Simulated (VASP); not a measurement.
Runs of VASP 6.6.1 on Ta. The structure is that of space group P6_3/mmc (No. 194), or close to it. The cells are those of the table. 

```csv
cell,k mesh,gap on the mesh (eV),pressure (GPa)
"a = 2.864, b = 2.864, c = 5.101 Å, angles 90.0, 90.0, 120.0°, 2 atoms",19 × 19 × 9,none,0.0
"a = 2.864, b = 2.864, c = 5.101 Å, angles 90.0, 90.0, 120.0°, 2 atoms",18 × 18 × 9,none,(a)
"a = 2.849, b = 2.849, c = 5.075 Å, angles 90.0, 90.0, 120.0°, 2 atoms",19 × 19 × 9,none,3.2
"a = 2.878, b = 2.878, c = 5.126 Å, angles 90.0, 90.0, 120.0°, 2 atoms",19 × 19 × 9,none,-2.9
```

Alike in all rows: task single point; level PBEsol; potentials or basis VASP PAW PBE potentials, release 64 (Ta_pv); no spin polarisation; cutoff (eV) 520; smearing gaussian 0.05 eV.

Problem. Fill in the values left out.

Solution. (a) 0.1.

Caveats: the PAW data sets were made with another functional, which shifts forces and pressure a little; spin-orbit coupling is left out, which moves the levels of the heavy elements.

A k mesh can miss the band edges, and the runs leave out spin-orbit coupling on Ta.

A gap of «none» marks levels without a gap at the run's occupations.
